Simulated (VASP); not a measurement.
# Al2InN3 in VASP: notebook

The runs below take Al2InN3 through single point, with PBE.

Program: VASP 6.6.1. These are calculated values, not measurements. Logs are shortened: lines on timing, memory, paths and dates and some standing lists are left out, and cuts for length are marked.

**1. The cell of the first run**

The structure is tetragonal, space group I-4m2 (No. 119). Conventional cell: a = 3.256 Å, b = 3.256 Å, c = 13.875 Å, α = 90.00°, β = 90.00°, γ = 90.00°. Within 2.5 Å of Al (site symmetry 2mm) lie 4 N at 1.92 to 1.93 Å. Within 2.8 Å of In (site symmetry -4m2) lie 4 N at 2.15 Å. Within 2.5 Å of N (site symmetry 2mm) lie 2 Al at 1.92 Å and 2 In at 2.15 Å. N (site symmetry -4m2) has 4 Al at 1.93 Å within 2.6 Å.

**2. Single point, PBE**

File INCAR:

```
SYSTEM = Al2InN3
PREC = Accurate ; ENCUT = 600
EDIFF = 1E-6 ; ISMEAR = 0
SIGMA = 0.1 ; LREAL = .FALSE.
LASPH = .TRUE. ; NELM = 120
ALGO = Normal ; ISIF = 2
LWAVE = .FALSE. ; LCHARG = .FALSE.
GGA = PE ; NBANDS = 46
GGA_COMPAT = .FALSE.
```

File KPOINTS:

```
Automatic mesh
0
G
  4 4 4
  0 0 0
```

File POSCAR:

```
Al2InN3
1.0
   -3.2563731590      3.2563731590      0.0000000000
    3.2563731590      3.2563731590      0.0000000000
    1.6281865795     -1.6281865795     -6.9377251476
Al In N
4 2 6
Direct
    0.8251642737      0.5000000000      0.6503285475
    0.3251642737      1.0000000000      0.6503285475
    0.6748357263      0.0000000000      0.3496714525
    0.1748357263      0.5000000000      0.3496714525
    0.5000000000      0.5000000000      0.0000000000
    0.0000000000      0.0000000000      0.0000000000
    0.3514337206      0.2500000000      0.2028674413
    0.8514337206      0.7500000000      0.2028674413
    0.6485662794      0.2500000000      0.7971325587
    0.1485662794      0.7500000000      0.7971325587
    1.0000000000      0.2500000000      0.5000000000
    0.5000000000      0.7500000000      0.5000000000
```

Potentials or basis: VASP PAW PBE potentials, release 64 (Al, In_d, N).

Command:

```sh
$ cat potpaw_PBE.64/Al/POTCAR potpaw_PBE.64/In_d/POTCAR potpaw_PBE.64/N/POTCAR > POTCAR
$ mpirun -np 1 vasp_std > vasp.out
```

OUTCAR:

```text
SYSTEM = Al2InN3
   PREC = Accurate
   ENCUT = 600
   EDIFF = 1E-6
   ISMEAR = 0
   LREAL = .FALSE.
   LASPH = .TRUE.
   NELM = 120
   ISIF = 2
   GGA = PE

 ion  position               nearest neighbor table
   1  0.825  0.500  0.650-   9 1.92  10 1.92  12 1.93  11 1.93   4 3.11   3 3.11   3 3.11   4 3.11
                             2 3.26   2 3.26   2 3.26   2 3.26   5 3.34   6 3.34   6 3.34   5 3.34
   2  0.325  0.000  0.650-  10 1.92   9 1.92  11 1.93  12 1.93   3 3.11   4 3.11   4 3.11   3 3.11
                             1 3.26   1 3.26   1 3.26   1 3.26   6 3.34   5 3.34   5 3.34   6 3.34
   3  0.675  0.000  0.350-   8 1.92   7 1.92  11 1.93  12 1.93   2 3.11   1 3.11   1 3.11   2 3.11
                             4 3.26   4 3.26   4 3.26   4 3.26   6 3.34   5 3.34   5 3.34   6 3.34
   4  0.175  0.500  0.350-   7 1.92   8 1.92  12 1.93  11 1.93   1 3.11   2 3.11   2 3.11   1 3.11
                             3 3.26   3 3.26   3 3.26   3 3.26   5 3.34   6 3.34   6 3.34   5 3.34
   5  0.500  0.500  0.000-   8 2.15  10 2.15   9 2.15   7 2.15   6 3.26   6 3.26   6 3.26   6 3.26
                             1 3.34   4 3.34   3 3.34   2 3.34   3 3.34   2 3.34   4 3.34   1 3.34
   6  0.000  0.000  0.000-   7 2.15   9 2.15   8 2.15  10 2.15   5 3.26   5 3.26   5 3.26   5 3.26
                             2 3.34   3 3.34   4 3.34   4 3.34   1 3.34   1 3.34   3 3.34   2 3.34
   7  0.351  0.250  0.203-   4 1.92   3 1.92   6 2.15   5 2.15
   8  0.851  0.750  0.203-   3 1.92   4 1.92   5 2.15   6 2.15
   9  0.649  0.250  0.797-   1 1.92   2 1.92   6 2.15   5 2.15
  10  0.149  0.750  0.797-   2 1.92   1 1.92   5 2.15   6 2.15
  11  0.000  0.250  0.500-   2 1.93   3 1.93   1 1.93   4 1.93
  12  0.500  0.750  0.500-   1 1.93   4 1.93   3 1.93   2 1.93

  LATTYP: Found a base centered orthorhombic cell.
 ALAT       =     4.6052070856
 B/A-ratio  =     3.0129916065
 C/A-ratio  =     1.0000000000

  Lattice vectors:

 A1 = (   1.6281865795,  -1.6281865795,   6.9377251476)
 A2 = (   1.6281865795,  -1.6281865795,  -6.9377251476)
 A3 = (   3.2563731590,   3.2563731590,   0.0000000000)

Analysis of symmetry for initial positions (statically):
=====================================================================
 Subroutine PRICEL returns following result:

  LATTYP: Found a body centered tetragonal cell.
 ALAT       =     3.2563731590
 C/A-ratio  =     4.2610135933

  Lattice vectors:

 A1 = (  -1.6281865795,  -1.6281865795,   6.9377251476)
 A2 = (   1.6281865795,   1.6281865795,   6.9377251476)
 A3 = (  -1.6281865795,   1.6281865795,  -6.9377251476)

   2 primitive cells build up your supercell.

 Routine SETGRP: Setting up the symmetry group for a
 base centered orthorhombic supercell.

[... 148 lines left out ...]
   ISMEAR =     0;   SIGMA  =   0.10  broadening in eV -4-tet -1-fermi 0-gaus
   EFERMI_NEDOS =   21; number of points for ismear=-14 and -15
   IALGO  =     38    algorithm
   IMIX   =      4    mixing-type and parameters
     AMIX     =   0.40;   BMIX     =  1.00
     AMIX_MAG =   1.60;   BMIX_MAG =  1.00
  volume/ion in A,a.u.               =      12.26        82.74
  Fermi-wavevector in a.u.,A,eV,Ry     =   1.265725  2.391873 21.797344  1.602060
  Thomas-Fermi vector in A             =   2.398963
   LORBIT       =      0    0 simple, 1 ext, 2 COOP (PROOUT), +10 PAW based schemes
   GGA     = PE    functional components
   LHFCALC =     F    Hartree Fock is set to
   AEXX    =    0.0000 exact exchange contribution
   IVDW    =     0    specifies the selected vdW correction
   LEPSILON=     F    determine dielectric tensor
   LRPA    =     F    only Hartree local field effects (RPA)
 non-spin polarized calculation
 Gauss-broadening in eV      SIGMA  =   0.10
  energy-cutoff  :      600.00
  volume of cell :      147.13
 maximum number of plane-waves:      4938
 NGX is ok and might be reduce to    40
   NGX = 19   NGY = 19   NGZ = 29

 number of electron      67.9999995 magnetization

 Free energy of the ion-electron system (eV)
  ---------------------------------------------------
  ext. energy  EPLUGINS =         0.00000000
  ---------------------------------------------------
  free energy    TOTEN  =       -80.06712765 eV

  energy without entropy =      -80.06712765  energy(sigma->0) =      -80.06712765

 E-fermi :   6.7445     XC(G=0): -10.8231

 val. band max:        6.3078477152   @ k =   0.0000   0.0000   0.0000
 cond. band min:       7.9427917688   @ k =   0.0000   0.0000   0.0000
 fundamental gap:      1.6349440536
 Fermi energy:         6.7444805095

 k-point     1 :       0.0000    0.0000    0.0000
  band No.  band energies     occupation
      1      -8.6383      2.00000
      2      -8.1598      2.00000
      3      -7.9409      2.00000
      4      -7.9285      2.00000
      5      -6.9132      2.00000
      6      -6.8181      2.00000
[... 1018 lines left out ...]
     45      15.3457      0.00000
     46      15.3457      0.00000

------------------------ aborting loop because EDIFF is reached ----------------------------------------

  FORCE on cell =-STRESS in cart. coord.  units (eV):
  Direction    XX          YY          ZZ          XY          YZ          ZX
  --------------------------------------------------------------------------------------
  -------------------------------------------------------------------------------------
  Total       -0.2069688     -0.2069688     -0.1401008      0.0003492      0.0000000      0.0000000
  in kB       -2.2537204     -2.2537204     -1.5255827      0.0038024      0.0000000      0.0000000
  external PRESSURE =      -2.0110078 kB  Pullay stress =       0.0000000 kB

 VOLUME and BASIS-vectors are now :
 -----------------------------------------------------------------------------
  energy-cutoff  :      600.00
  volume of cell :      147.13
      direct lattice vectors                 reciprocal lattice vectors
    -3.256373159  3.256373159  0.000000000    -0.153545056  0.153545056 -0.072069733
     3.256373159  3.256373159  0.000000000     0.153545056  0.153545056  0.000000000
     1.628186579 -1.628186579 -6.937725148     0.000000000  0.000000000 -0.144139466

 POSITION                                       TOTAL-FORCE (eV/Angst)
 -----------------------------------------------------------------------------------
      0.00000      3.25637     -4.51180         0.000000     -0.000000     -0.001713
      0.00000     -0.00000     -4.51180         0.000000     -0.000000     -0.001713
     -1.62819      1.62819     -2.42592        -0.000000      0.000000      0.001713
      1.62819      1.62819     -2.42592        -0.000000      0.000000      0.001713
      0.00000      3.25637      0.00000        -0.000000      0.000000      0.000000
      0.00000      0.00000      0.00000        -0.000000      0.000000      0.000000
      0.00000      1.62819     -1.40744        -0.000000      0.000000     -0.034248
      0.00000      4.88456     -1.40744        -0.000000      0.000000     -0.034248
     -0.00000      1.62819     -5.53029         0.000000     -0.000000      0.034248
      3.25637      1.62819     -5.53029         0.000000     -0.000000      0.034248
      1.62819      0.00000     -3.46886         0.000000     -0.000000      0.000000
      1.62819      3.25637     -3.46886         0.000000     -0.000000      0.000000
 -----------------------------------------------------------------------------------
    total drift:                                0.000002      0.000002      0.000000

  FREE ENERGIE OF THE ION-ELECTRON SYSTEM (eV)
  ---------------------------------------------------
  free  energy   TOTEN  =       -80.0671276452 eV

  energy  without entropy=      -80.0671276452  energy(sigma->0) =      -80.06712765
```

OSZICAR:

```text
N       E                     dE             d eps       ncg     rms          rms(c)
DAV:   1     0.748082067912E+03    0.74808E+03   -0.32549E+04  1932   0.183E+03
DAV:   2     0.482479353244E+02   -0.69983E+03   -0.65207E+03  2050   0.486E+02
DAV:   3    -0.845671949507E+02   -0.13282E+03   -0.12813E+03  2284   0.195E+02
DAV:   4    -0.943215623438E+02   -0.97544E+01   -0.96528E+01  2616   0.552E+01
DAV:   5    -0.946804673804E+02   -0.35891E+00   -0.35821E+00  2752   0.109E+01    0.225E+01
DAV:   6    -0.797788678788E+02    0.14902E+02   -0.52590E+01  3072   0.596E+01    0.188E+01
DAV:   7    -0.801758049478E+02   -0.39694E+00   -0.57471E+00  2240   0.122E+01    0.551E+00
DAV:   8    -0.800976063922E+02    0.78199E-01   -0.34790E-01  3038   0.464E+00    0.387E+00
DAV:   9    -0.800670869111E+02    0.30519E-01   -0.85273E-02  3044   0.356E+00    0.491E-01
DAV:  10    -0.800661009606E+02    0.98595E-03   -0.13999E-02  2842   0.102E+00    0.431E-01
DAV:  11    -0.800669134336E+02   -0.81247E-03   -0.56625E-03  3020   0.499E-01    0.291E-01
DAV:  12    -0.800670639071E+02   -0.15047E-03   -0.90890E-04  2936   0.232E-01    0.117E-01
DAV:  13    -0.800671257768E+02   -0.61870E-04   -0.21064E-04  2306   0.968E-02    0.144E-02
DAV:  14    -0.800671267698E+02   -0.99295E-06   -0.24527E-05  2770   0.333E-02    0.136E-02
DAV:  15    -0.800671276452E+02   -0.87542E-06   -0.31039E-06  1954   0.116E-02
   1 F= -.80067128E+02 E0= -.80067128E+02  d E =-.928451E-11
```

stdout:

```text
POSCAR found type information on POSCAR AlInN
 POSCAR found :  3 types and      12 ions
 scaLAPACK will be used
 LDA part: xc-table for (Slater+PW92), standard interpolation
 POSCAR, INCAR and KPOINTS ok, starting setup
 FFT: planning ... GRIDC
 FFT: planning ... GRID_SOFT
 FFT: planning ... GRID
 WAVECAR not read
 entering main loop
```

Run time: 5.2 min. Hardware: 1 thread of Oxide Virtual Turin-like, shared host; peak memory 0.35 GiB.

Results:

* Free energy: -80.0671 eV
* Pressure: -0.2 GPa
* Largest force: 0.034 eV/Å
* Band gap on the k mesh: 1.64 eV

Forces on the atoms (eV/Å):
```
Al   0.000  0.000 -0.002
Al   0.000  0.000 -0.002
Al   0.000  0.000  0.002
Al   0.000  0.000  0.002
In   0.000  0.000  0.000
In   0.000  0.000  0.000
N    0.000  0.000 -0.034
N    0.000  0.000 -0.034
N    0.000  0.000  0.034
N    0.000  0.000  0.034
N    0.000  0.000  0.000
N    0.000  0.000  0.000
```

Levels at points of the mesh, in eV from the valence-band top:
| k point | band 30 | band 31 | band 32 | band 33 | band 34 | band 35 | band 36 | band 37 | band 38 | band 39 |
| --- | --- | --- | --- | --- | --- | --- | --- | --- | --- | --- |
| (0.00, 0.00, 0.00) | -1.60 | -1.60 | -0.62 | 0.00 | 0.00 | 1.63 | 2.96 | 4.24 | 4.64 | 4.65 |
| (0.50, 0.00, 0.00) | -1.45 | -1.11 | -1.11 | -0.55 | -0.55 | 3.99 | 3.99 | 5.55 | 5.55 | 6.73 |
| (0.00, 0.50, 0.00) | -1.30 | -1.05 | -1.05 | -0.85 | -0.85 | 3.75 | 3.75 | 5.93 | 5.93 | 6.33 |
| (0.50, 0.50, 0.00) | -1.27 | -0.76 | -0.76 | -0.17 | -0.17 | 4.42 | 4.42 | 4.98 | 4.98 | 6.88 |
| (0.00, 0.00, 0.50) | -2.00 | -1.13 | -1.13 | -0.27 | -0.27 | 2.96 | 3.16 | 3.37 | 4.65 | 4.65 |
| (0.00, 0.50, 0.50) | -1.88 | -1.00 | -1.00 | -0.43 | -0.43 | 4.28 | 4.28 | 5.37 | 5.37 | 6.51 |

Caveat: spin-orbit coupling is left out, which moves the levels of the heavy elements.

**3. Single point, PBE**

File INCAR:

```
  PREC = Accurate
  ENCUT = 600
  EDIFF = 1E-6
  ISMEAR = 0
  SIGMA = 0.1
  LREAL = False
  LASPH = True
  NELM = 120
  ALGO = Normal
  ISIF = 2
  LWAVE = False
  LCHARG = False
  GGA = PE
  NBANDS = 46
  GGA_COMPAT = False
```

File KPOINTS:

```
regular mesh
0
Gamma
  4 4 4
```

File POSCAR:

```
Al2InN3
1.0
   -3.2548364257      3.2574040891     -0.0011952918
    3.2543350729      3.2569090956      0.0013474666
    1.6247018095     -1.6288619589     -6.9376476992
Al In N
4 2 6
Direct
    0.8251793913      0.5000615742      0.6504207351
    0.3251683253      1.0000657735      0.6504058471
    0.6748612578     -0.0000329128      0.3496448911
    0.1748508359      0.4999661316      0.3496305711
    0.4998773150      0.5000892017      0.0000528245
   -0.0001248917      0.0000953305      0.0000531285
    0.3515203890      0.2498496758      0.2028434790
    0.8514991622      0.7498679074      0.2028399123
    0.6485485482      0.2500244485      0.7970856750
    0.1485638389      0.7500476723      0.7970899666
    1.0000282874      0.2499851879      0.4999661312
    0.5000275407      0.7499800092      0.4999668386
```

Potentials or basis: VASP PAW PBE potentials, release 64 (Al, In_d, N).

Command:

```sh
$ cat potpaw_PBE.64/Al/POTCAR potpaw_PBE.64/In_d/POTCAR potpaw_PBE.64/N/POTCAR > POTCAR
$ mpirun -np 1 vasp_std > vasp.out
```

Wall time 8.3 min (1 thread of Oxide Virtual Turin-like, shared host); peak memory 0.4 GiB.

It converged, with:

```yaml
Free_energy: -80.0671 eV
Pressure: -0.2 GPa
Largest_force: 0.029 eV/Å
Band_gap_on_the_k_mesh: 1.63 eV
```

Forces in eV/Å, atoms in the order of the input:
```
Al   0.000  0.000  0.009
Al  -0.001  0.000  0.008
Al   0.000  0.000 -0.010
Al   0.000  0.000 -0.010
In   0.001  0.000  0.000
In   0.000  0.000 -0.001
N    0.001  0.001 -0.027
N   -0.001  0.001 -0.027
N    0.000  0.000  0.029
N    0.000 -0.002  0.029
N    0.000 -0.001  0.001
N    0.000 -0.001  0.001
```

Stress tensor (GPa, compression positive):
```
-0.07  0.01 -0.10
 0.01 -0.29  0.00
-0.10  0.00 -0.13
```

Levels at points of the mesh, in eV from the valence-band top:
| k point | band 30 | band 31 | band 32 | band 33 | band 34 | band 35 | band 36 | band 37 | band 38 | band 39 |
| --- | --- | --- | --- | --- | --- | --- | --- | --- | --- | --- |
| (0.00, 0.00, 0.00) | -1.60 | -1.60 | -0.62 | -0.01 | 0.00 | 1.63 | 2.96 | 4.24 | 4.64 | 4.64 |
| (0.50, 0.00, 0.00) | -1.45 | -1.11 | -1.11 | -0.56 | -0.56 | 3.98 | 3.98 | 5.54 | 5.54 | 6.73 |
| (0.00, 0.50, 0.00) | -1.31 | -1.05 | -1.05 | -0.85 | -0.85 | 3.75 | 3.75 | 5.92 | 5.92 | 6.33 |
| (0.50, 0.50, 0.00) | -1.27 | -0.76 | -0.76 | -0.18 | -0.17 | 4.41 | 4.42 | 4.98 | 4.98 | 6.88 |
| (0.00, 0.00, 0.50) | -2.00 | -1.14 | -1.13 | -0.28 | -0.27 | 2.96 | 3.16 | 3.37 | 4.64 | 4.65 |
| (0.50, 0.00, 0.50) | -1.45 | -1.11 | -1.11 | -0.55 | -0.55 | 3.98 | 3.98 | 5.54 | 5.54 | 6.73 |
| (0.00, 0.50, 0.50) | -1.88 | -1.00 | -1.00 | -0.43 | -0.43 | 4.27 | 4.27 | 5.37 | 5.37 | 6.51 |
| (0.50, 0.50, 0.50) | -1.27 | -0.76 | -0.76 | -0.18 | -0.17 | 4.42 | 4.42 | 4.97 | 4.98 | 6.87 |

Caveat: spin-orbit coupling is left out, which moves the levels of the heavy elements.
